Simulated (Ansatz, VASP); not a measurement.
**Two plane-wave programs on Br**

The input INCAR:

```
SYSTEM = Br
  PREC = Accurate
  ENCUT = 600
  EDIFF = 1E-7
  ISMEAR = 0
  SIGMA = 0.1
  LREAL = .False.
  LASPH = .True.
  NELM = 60
  ALGO = Normal
  ISIF = 3
  LWAVE = .False.
  LCHARG = .False.
  GGA = PS
  IBRION = 2
  NSW = 100
  EDIFFG = -0.01
```

Contents of KPOINTS:

```
Automatic mesh
0
Gamma
  12 12 6
  0 0 0
```

POSCAR

```
Br
1.0
    4.8093403624      0.0000000000      0.0000000000
   -2.4046701812      4.1650109293      0.0000000000
    0.0000000000      0.0000000000      8.0688792132
Br
4
Direct
    0.0000000000      0.0000000000      0.2500000000
    0.0000000000      0.0000000000      0.7500000000
    0.3333333333      0.6666666667      0.7500000000
    0.6666666667      0.3333333333      0.2500000000
```

Input for Ansatz:

```yaml
crystal:
  lattice:
    - [4.8093403624, 0.0, 0.0]
    - [-2.4046701812, 4.1650109293, 0.0]
    - [0.0, 0.0, 8.0688792132]
  atoms:
    - { symbol: Br, position: [0.0, 0.0, 0.25] }
    - { symbol: Br, position: [0.0, 0.0, 0.75] }
    - { symbol: Br, position: [0.3333333333, 0.6666666667, 0.75] }
    - { symbol: Br, position: [0.6666666667, 0.3333333333, 0.25] }
basis:
  ecutwfc: 420
kpoints:
  mp_grid: { grid: [12, 12, 6] }
hamiltonian:
  xc: pbesol
scf:
  occupations: { method: gaussian, width: 0.1 }
output:
  forces: true
  stress: true
  eigenvalues: true
relax:
  adjacent_minimum: "off"
  f_tol: 0.01
  max_steps: 80
  cell: { stress_tol: 0.05 }
```

Alike in both runs: task relaxation of cell and atoms; functional PBEsol; k mesh 12 × 12 × 6; occupations gaussian, width 0.1 eV; no spin polarisation.

```csv
,VASP,Ansatz
version,VASP 6.6.1,Ansatz 0.2.0
potentials or method,"VASP PAW PBE potentials, release 64 (Br), cutoff 600 eV","scalar-relativistic, plane waves, PAW"
valence electrons in the cell,28,28
```

Ansatz gave:

```
gap on the k mesh at the Fermi level, each at its own relaxed structure (eV) : none
relaxed volume (Å³/atom)                                                     : 40.61
relaxed length of the cell vector where the two differ most in proportion (Å)              : 4.821
```

Problem. Which values does VASP return?

Solution. gap on the k mesh at the Fermi level, each at its own relaxed structure (eV): none; relaxed volume (Å³/atom): 40.64; relaxed length of the cell vector where the two differ most in proportion (Å): 4.823.

VASP's potentials were made for PBE, not for PBEsol. A gap of «none» marks a metal or a gap that the smearing closes.
